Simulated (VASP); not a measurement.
Set up this calculation in VASP 6.6.1, as the native input.

| Item | Value |
| --- | --- |
| Task | single point |
| Functional | r2SCAN |
| Potentials or basis | VASP PAW PBE potentials, release 64 (Sn_d, Se) |
| Cutoff | 520 eV |
| k mesh | 6 × 6 × 4 |
| Occupations | fermi-dirac, width 0.02 eV |
| Spin | no spin polarisation |
| Dipole correction | no |
| Further INCAR settings | ALGO = Normal; EDIFF = 1e-07; NBANDS = 28 |

SnSe:

```
Sn Se
1.0
     4.35478    0.00000    0.00000
     0.00000    4.35478    0.00000
     0.00000    0.00000    6.06521
Sn Se
2 2
Direct
  0.50000 0.00000 0.27017
  0.00000 0.50000 0.72983
  0.50000 0.00000 0.73232
  0.00000 0.50000 0.26768
```

This cell differs from its parent crystal: epitaxial xy strain +3.2%.

The input as run:

POSCAR

```
SnSe
1.0
    4.3547801448      0.0000000000      0.0000000000
    0.0000000000      4.3547801448      0.0000000000
    0.0000000000      0.0000000000      6.0652061353
Sn Se
2 2
Direct
    0.5000000000      0.0000000000      0.2701658822
    0.0000000000      0.5000000000      0.7298341178
    0.5000000000      0.0000000000      0.7323160708
    0.0000000000      0.5000000000      0.2676839292
```

INCAR.step1

```
SYSTEM = SnSe
PREC = Accurate
ENCUT = 520
ISMEAR = -1
SIGMA = 0.02
LREAL = .FALSE.
LASPH = .TRUE.
NELM = 80
NBANDS = 28
GGA = PE
ALGO = Normal
EDIFF = 1E-4
LWAVE = .TRUE.
LCHARG = .FALSE.
```

INCAR.step2

```
SYSTEM = SnSe
PREC = Accurate
ENCUT = 520
EDIFF = 1E-7
ISMEAR = -1
SIGMA = 0.02
LREAL = .FALSE.
LASPH = .TRUE.
NELM = 80
ALGO = Normal
ISIF = 2
LWAVE = .FALSE.
LCHARG = .FALSE.
METAGGA = R2SCAN
LMIXTAU = .TRUE.
NBANDS = 28
ISTART = 1
```

KPOINTS

```
Automatic mesh
0
G
  6 6 4
  0 0 0
```

Potentials or basis: VASP PAW PBE potentials, release 64 (Sn_d, Se).

Run with:

```bash
$ cat potpaw_PBE.64/Sn_d/POTCAR potpaw_PBE.64/Se/POTCAR > POTCAR
$ cp INCAR.step1 INCAR
$ mpirun -np 1 vasp_std > vasp.out
$ cp INCAR.step2 INCAR
$ mpirun -np 1 vasp_std > vasp.out
```

It gave:

- Pressure: -1.5 GPa
- Largest force: 0.010 eV/Å
- Band gap on the k mesh: 0.80 eV, direct

Caveat: the cell differs from its parent crystal (epitaxial xy strain +3.2%); the PAW data sets were made with another functional, which shifts forces and pressure a little; spin-orbit coupling is left out, which moves the levels of the heavy elements.

Run time: 100 s on 1 thread of Intel(R) Xeon(R) 6975P-C (Granite Rapids), on a shared host, peak memory 0.26 GiB.
